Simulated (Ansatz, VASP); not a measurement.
# HfPdSe2: VASP beside Ansatz

File INCAR:

```
ALGO     = Normal         # electronic algorithm
EDIFF    = 1E-6           # SCF threshold, eV
EDIFFG   = -0.04          # ionic threshold
ENCUT    = 600            # plane-wave cutoff, eV
GGA      = PE             # functional
IBRION   = 2              # ionic algorithm
ISIF     = 3              # what is computed and relaxed
ISMEAR   = 0              # smearing method
LASPH    = True           # aspherical terms in the spheres
LCHARG   = False          # write CHGCAR
LREAL    = False          # projectors in reciprocal space
LWAVE    = False          # write WAVECAR
NELM     = 100            # most SCF steps
NSW      = 90             # ionic steps
PREC     = Accurate       # precision mode
SIGMA    = 0.1            # smearing width, eV
```

The input KPOINTS:

```
k-points
0
Gamma
  4 4 4
```

File POSCAR:

```
HfPdSe2
1.0
    4.0259567700      0.0000000000      0.0000000000
    0.0000000000      4.0259567700      0.0000000000
    0.0000000000      0.0000000000      6.8727889300
Hf Pd Se
1 1 2
Direct
    0.5000000000      0.5000000000      0.5000000000
    0.5000000000      0.5000000000      0.0000000000
    0.0000000000      0.0000000000      0.5000000000
    0.0000000000      0.0000000000      0.0000000000
```

Input for Ansatz:

```yaml
crystal:
  lattice:
    - [4.02595677, 0.0, 0.0]
    - [0.0, 4.02595677, 0.0]
    - [0.0, 0.0, 6.87278893]
  atoms:
    - { symbol: Hf, position: [0.5, 0.5, 0.5] }
    - { symbol: Pd, position: [0.5, 0.5, 0.0] }
    - { symbol: Se, position: [0.0, 0.0, 0.5] }
    - { symbol: Se, position: [0.0, 0.0, 0.0] }
basis:
  ecutwfc: 420
kpoints:
  mp_grid: { grid: [4, 4, 4] }
hamiltonian:
  xc: pbe
scf:
  occupations: { method: gaussian, width: 0.1 }
  lower_state_search: "off"
output:
  forces: true
  stress: true
  eigenvalues: true
relax:
  adjacent_minimum: "off"
  f_tol: 0.04
  max_steps: 70
  cell: { stress_tol: 0.4 }
```

Alike in both runs: task relaxation of cell and atoms; functional PBE; k mesh 4 × 4 × 4; occupations gaussian, width 0.1 eV; no spin polarisation.

```csv
,VASP,Ansatz
version,VASP 6.6.1,Ansatz 0.2.0
potentials or method,"VASP PAW PBE potentials, release 64 (Hf_pv, Pd, Se), cutoff 600 eV","scalar-relativistic, plane waves, PAW"
valence electrons in the cell,32,76
```

|  | VASP | Ansatz | Ansatz less VASP |
| --- | --- | --- | --- |
| gap on the k mesh at the Fermi level, each at its own relaxed structure (eV) | none | none | - |
| relaxed volume (Å³/atom) | 20.70 | 20.73 | +0.032 |
| relaxed length of the cell vector where the two differ most in proportion (Å) | 5.857 | 5.841 | -0.0163 |

A gap of «none» marks a metal or a gap that the smearing closes. VASP's potentials hold 32 valence electrons a cell and Ansatz's 76, so a difference there can come from the potentials and not from the codes.

The k mesh is coarse, so the values compare programs but aren't converged. Spin-orbit coupling is off throughout. Noted on VASP's run: the volume moved by over 15 % at a fixed basis, so the end points are rough.
